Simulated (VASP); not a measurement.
# ScAl3 (Pm-3m) in VASP: further runs, part 2 of 2

VASP 6.6.1. The steps go on from the part before.

## Step 3: Single point, PBE (volume scaled by 1.06)

File INCAR:

```
SYSTEM = ScAl3
  PREC = Accurate
  ENCUT = 520
  EDIFF = 1E-6
  ISMEAR = 0
  SIGMA = 0.1
  LREAL = .FALSE.
  LASPH = .TRUE.
  NELM = 80
  ALGO = Fast
  ISIF = 2
  LWAVE = .FALSE.
  LCHARG = .TRUE.
  GGA = PE
  LELF = .TRUE.
  LVHAR = .TRUE.
  NBANDS = 18
```

File KPOINTS:

```
regular mesh
0
G
  10 10 10
  0 0 0
```

File POSCAR:

```
ScAl3
1.0
    4.1858477161      0.0000000000      0.0000000000
    0.0000000000      4.1858477161      0.0000000000
    0.0000000000      0.0000000000      4.1858477161
Sc Al
1 3
Direct
    0.0000000000      0.0000000000      0.0000000000
    0.5000000000      0.0000000000      0.5000000000
    0.0000000000      0.5000000000      0.5000000000
    0.5000000000      0.5000000000      0.0000000000
```

Potentials or basis: VASP PAW PBE potentials, release 64 (Sc_sv, Al).

Started as:

```sh
> cat potpaw_PBE.64/Sc_sv/POTCAR potpaw_PBE.64/Al/POTCAR > POTCAR
> mpirun -np 1 vasp_std > vasp.out
```

OUTCAR:

```text
SYSTEM = ScAl3
   PREC = Accurate
   ENCUT = 520
   EDIFF = 1E-6
   ISMEAR = 0
   LREAL = .FALSE.
   LASPH = .TRUE.
   NELM = 80
   ISIF = 2
   GGA = PE

 ion  position               nearest neighbor table
   1  0.000  0.000  0.000-   2 2.96   3 2.96   4 2.96   2 2.96   3 2.96   3 2.96   4 2.96   3 2.96
                             2 2.96   4 2.96   2 2.96   4 2.96
   2  0.500  0.000  0.500-   1 2.96   3 2.96   4 2.96   1 2.96   4 2.96   3 2.96   4 2.96   4 2.96
                             1 2.96   3 2.96   1 2.96   3 2.96
   3  0.000  0.500  0.500-   1 2.96   2 2.96   4 2.96   1 2.96   4 2.96   1 2.96   2 2.96   1 2.96
                             2 2.96   4 2.96   4 2.96   2 2.96
   4  0.500  0.500  0.000-   1 2.96   2 2.96   3 2.96   2 2.96   3 2.96   1 2.96   2 2.96   2 2.96
                             1 2.96   3 2.96   3 2.96   1 2.96

  LATTYP: Found a simple cubic cell.
 ALAT       =     4.1858477161

  Lattice vectors:

 A1 = (   4.1858477161,   0.0000000000,   0.0000000000)
 A2 = (   0.0000000000,   4.1858477161,   0.0000000000)
 A3 = (   0.0000000000,   0.0000000000,   4.1858477161)

Analysis of symmetry for initial positions (statically):
=====================================================================
 Subroutine PRICEL returns:
 Original cell was already a primitive cell.

 Routine SETGRP: Setting up the symmetry group for a
 simple cubic supercell.

 Subroutine GETGRP returns: Found 48 space group operations
 (whereof 48 operations were pure point group operations)
 out of a pool of 48 trial point group operations.

The static configuration has the point symmetry O_h .

Analysis of symmetry for dynamics (positions and initial velocities):
=====================================================================
 Subroutine PRICEL returns:
 Original cell was already a primitive cell.

 Routine SETGRP: Setting up the symmetry group for a
 simple cubic supercell.

 Subroutine GETGRP returns: Found 48 space group operations
 (whereof 48 operations were pure point group operations)
 out of a pool of 48 trial point group operations.

[... 128 lines left out ...]
   LORBIT       =      0    0 simple, 1 ext, 2 COOP (PROOUT), +10 PAW based schemes
   GGA     = PE    functional components
   LHFCALC =     F    Hartree Fock is set to
   AEXX    =    0.0000 exact exchange contribution
   IVDW    =     0    specifies the selected vdW correction
   LEPSILON=     F    determine dielectric tensor
   LRPA    =     F    only Hartree local field effects (RPA)
 non-spin polarized calculation
 RMM-DIIS sequential band-by-band and
 Gauss-broadening in eV      SIGMA  =   0.10
  energy-cutoff  :      520.00
  volume of cell :       73.34
 maximum number of plane-waves:      2000
 NGX is ok and might be reduce to    32
   NGX = 15   NGY = 15   NGZ = 15

 number of electron      19.9999997 magnetization

 Free energy of the ion-electron system (eV)
  ---------------------------------------------------
  ext. energy  EPLUGINS =         0.00000000
  ---------------------------------------------------
  free energy    TOTEN  =       -19.24116915 eV

  energy without entropy =      -19.23314097  energy(sigma->0) =      -19.23715506

 E-fermi :   6.6549     XC(G=0): -10.1448

 val. band max:        6.6275458512   @ k =   0.2000   0.2000   0.1000
 cond. band min:       6.6668988352   @ k =   0.4000   0.1000   0.1000
 fundamental gap:      0.0393529840
 Fermi energy:         6.6548839135

 k-point     1 :       0.0000    0.0000    0.0000
  band No.  band energies     occupation
      1     -42.5717      2.00000
      2     -21.2496      2.00000
      3     -21.2496      2.00000
      4     -21.2496      2.00000
      5      -3.0135      2.00000
      6       4.1012      2.00000
[... 481 lines left out ...]
      5      -2.0801      2.00000
      6       1.2710      2.00000
[... 10 lines left out ...]
     17      11.1373      0.00000
     18      11.8527      0.00000

 [... further k-points ...]

------------------------ aborting loop because EDIFF is reached ----------------------------------------

  FORCE on cell =-STRESS in cart. coord.  units (eV):
  Direction    XX          YY          ZZ          XY          YZ          ZX
  --------------------------------------------------------------------------------------
  -------------------------------------------------------------------------------------
  Total       -2.0397913     -2.0397913     -2.0397913      0.0000000     -0.0000000      0.0000000
  in kB      -44.5600886    -44.5600886    -44.5600886      0.0000000     -0.0000000      0.0000000
  external PRESSURE =     -44.5600886 kB  Pullay stress =       0.0000000 kB

 VOLUME and BASIS-vectors are now :
 -----------------------------------------------------------------------------
  energy-cutoff  :      520.00
  volume of cell :       73.34
      direct lattice vectors                 reciprocal lattice vectors
     4.185847716  0.000000000  0.000000000     0.238900234  0.000000000  0.000000000
     0.000000000  4.185847716  0.000000000     0.000000000  0.238900234  0.000000000
     0.000000000  0.000000000  4.185847716     0.000000000  0.000000000  0.238900234

 POSITION                                       TOTAL-FORCE (eV/Angst)
 -----------------------------------------------------------------------------------
      0.00000      0.00000      0.00000         0.000000      0.000000      0.000000
      2.09292      0.00000      2.09292         0.000000      0.000000      0.000000
      0.00000      2.09292      2.09292         0.000000      0.000000      0.000000
      2.09292      2.09292      0.00000         0.000000      0.000000      0.000000
 -----------------------------------------------------------------------------------
    total drift:                                0.000000      0.000000      0.000000

  FREE ENERGIE OF THE ION-ELECTRON SYSTEM (eV)
  ---------------------------------------------------
  free  energy   TOTEN  =       -19.2411691491 eV

  energy  without entropy=      -19.2331409749  energy(sigma->0) =      -19.23715506
```

OSZICAR:

```text
N       E                     dE             d eps       ncg     rms          rms(c)
DAV:   1     0.107504062974E+03    0.10750E+03   -0.81772E+03  2024   0.997E+02
DAV:   2    -0.150190858346E+02   -0.12252E+03   -0.11966E+03  2024   0.285E+02
DAV:   3    -0.201927855326E+02   -0.51737E+01   -0.48742E+01  3066   0.554E+01
DAV:   4    -0.203251289440E+02   -0.13234E+00   -0.13210E+00  3120   0.929E+00
DAV:   5    -0.203272496690E+02   -0.21207E-02   -0.21205E-02  2914   0.104E+00    0.794E+00
RMM:   6    -0.191650798927E+02    0.11622E+01   -0.20213E+00  2134   0.154E+01    0.233E+00
RMM:   7    -0.193089712853E+02   -0.14389E+00   -0.25248E+00  2761   0.660E+00    0.140E+00
RMM:   8    -0.192414997513E+02    0.67472E-01   -0.18206E-01  2198   0.496E+00    0.151E+00
RMM:   9    -0.192468250583E+02   -0.53253E-02   -0.97561E-02  2688   0.262E+00    0.732E-01
RMM:  10    -0.192405065977E+02    0.63185E-02   -0.36784E-02  2501   0.170E+00    0.119E-01
RMM:  11    -0.192414967906E+02   -0.99019E-03   -0.69182E-03  2855   0.548E-01    0.926E-02
RMM:  12    -0.192411954681E+02    0.30132E-03   -0.16659E-03  2852   0.338E-01    0.277E-02
RMM:  13    -0.192412419035E+02   -0.46435E-04   -0.37185E-04  2808   0.194E-01    0.370E-02
RMM:  14    -0.192411646462E+02    0.77257E-04   -0.14214E-04  2882   0.913E-02    0.223E-02
RMM:  15    -0.192411687199E+02   -0.40738E-05   -0.36285E-05  2939   0.446E-02    0.140E-02
RMM:  16    -0.192411691491E+02   -0.42922E-06   -0.44360E-06  2372   0.232E-02
   1 F= -.19241169E+02 E0= -.19237155E+02  d E =-.802817E-02
```

stdout:

```text
POSCAR found type information on POSCAR ScAl
 POSCAR found :  2 types and       4 ions
 scaLAPACK will be used
 LDA part: xc-table for (Slater+PW92), standard interpolation
 POSCAR, INCAR and KPOINTS ok, starting setup
 FFT: planning ... GRIDC
 FFT: planning ... GRID_SOFT
 FFT: planning ... GRID
 WAVECAR not read
 entering main loop
```

Wall time 1.9 min (1 thread of AMD EPYC 7R43 (Zen 3), shared host); peak memory 0.18 GiB.

What came out:

```yaml
Free_energy: -19.2412 eV
Pressure: -4.5 GPa
Band_gap_on_the_k_mesh: zero (band 10 reaches 7.43 eV, above the bottom of band 11 at 3.77 eV)
```

Caveat: the cell differs from its parent crystal (volume scaled by 1.06).

## Step 4: Single point, PBE

This run uses another cell than the first one, of 17.30 Å³/atom, 0.971 times its volume.

File INCAR:

```
ALGO     = Fast           # electronic algorithm
EDIFF    = 1E-6           # SCF threshold, eV
ENCUT    = 520            # plane-wave cutoff, eV
GGA      = PE             # functional
ISIF     = 2              # what is computed and relaxed
ISMEAR   = 0              # smearing method
LASPH    = T              # aspherical terms in the spheres
LCHARG   = T              # write CHGCAR
LELF     = T              # ELF
LREAL    = F              # projectors in reciprocal space
LVHAR    = T            
LWAVE    = F              # write WAVECAR
NBANDS   = 18             # bands
NELM     = 100            # most SCF steps
PREC     = Accurate       # precision mode
SIGMA    = 0.15           # smearing width, eV
```

File KPOINTS:

```
k-points
0
Gamma
  12 12 12
```

File POSCAR:

```
ScAl3
1.0
    4.1053305959      0.0000000000      0.0000000000
    0.0000000000      4.1053305959      0.0000000000
    0.0000000000      0.0000000000      4.1053305959
Sc Al
1 3
Direct
    0.0000000000      0.0000000000      0.0000000000
    0.5000000000      0.0000000000      0.5000000000
    0.0000000000      0.5000000000      0.5000000000
    0.5000000000      0.5000000000      0.0000000000
```

Started as:

```sh
> cat potpaw_PBE.64/Sc_sv/POTCAR potpaw_PBE.64/Al/POTCAR > POTCAR
> mpirun -np 1 vasp_std > vasp.out
```

Wall time 2.4 min (1 thread of AMD EPYC 7R43 (Zen 3), shared host); peak memory 0.21 GiB.

It converged, with:

| Property | Result |
| --- | --- |
| Free energy | -19.3069 eV |
| Pressure | 0.0 GPa |
| Band gap on the k mesh | zero (band 10 reaches 8.08 eV, above the bottom of band 11 at 4.21 eV) |

Levels at points of the mesh, in eV from the Fermi level:
| k point | band 8 | band 9 | band 10 | band 11 | band 12 | band 13 |
| --- | --- | --- | --- | --- | --- | --- |
| (0.00, 0.00, 0.00) | -1.83 | -1.83 | -1.83 | 1.25 | 1.28 | 1.28 |
| (0.50, 0.00, 0.00) | -1.71 | -1.46 | 0.78 | 0.97 | 0.97 | 1.34 |
| (0.50, 0.50, 0.00) | -4.35 | -0.54 | -0.54 | 1.18 | 1.34 | 2.04 |
| (0.50, 0.50, 0.50) | -4.45 | -2.96 | -2.96 | -2.96 | 0.91 | 2.57 |

## Step 5: The runs side by side

| cell | k mesh | smearing | gap on the mesh (eV) | pressure (GPa) |
| --- | --- | --- | --- | --- |
| a = 4.146 Å, 4 atoms | 10 × 10 × 10 | gaussian 0.1 eV | none | -2.4 |
| a = 4.186 Å, 4 atoms | 10 × 10 × 10 | gaussian 0.1 eV | none | -4.5 |
| a = 4.105 Å, 4 atoms | 12 × 12 × 12 | gaussian 0.15 eV | none | 0.0 |

Alike in all rows: task single point; level PBE; potentials or basis VASP PAW PBE potentials, release 64 (Sc_sv, Al); no spin polarisation; cutoff (eV) 520.

Absolute energies hang on the potentials; compare differences alone.
